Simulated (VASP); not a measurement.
Runs of VASP 6.6.1 on KH4. The structure is that of space group Pm-3m (No. 221), or close to it. The cells are those of the table. 

| task | cell | k mesh | cutoff (eV) | gap on the mesh (eV) | pressure (GPa) | relaxed volume (Å³/atom) |
| --- | --- | --- | --- | --- | --- | --- |
| relaxation of cell and atoms | relaxed from a = 4.599 Å, 5 atoms | 8 × 8 × 8 | 600 | none | 0.0 | 20.06 |
| single point | a = 4.111 Å, 5 atoms | 4 × 4 × 4 | 520 | none | 4.1 | - |
| single point | a = 4.636 Å, 5 atoms | 8 × 8 × 8 | 520 | none | 0.0 | - |
| single point | a = 4.599 Å, 5 atoms | 4 × 4 × 4 | 520 | none | 0.2 | - |
| relaxation of cell and atoms | relaxed from a = 4.111 Å, 5 atoms | 4 × 4 × 4 | 600 | none | -0.1 | (a) |

Alike in all rows: level PBE; potentials or basis VASP PAW PBE potentials, release 64 (K_sv, H); no spin polarisation; smearing gaussian 0.1 eV.

Q: Estimate the missing entries.

A: (a) 20.45.

Caveats: some runs use coarse meshes; the volume moved by over 15 % at a fixed basis, so the end points are rough (some runs).

A gap of «none» marks levels without a gap at the run's occupations.
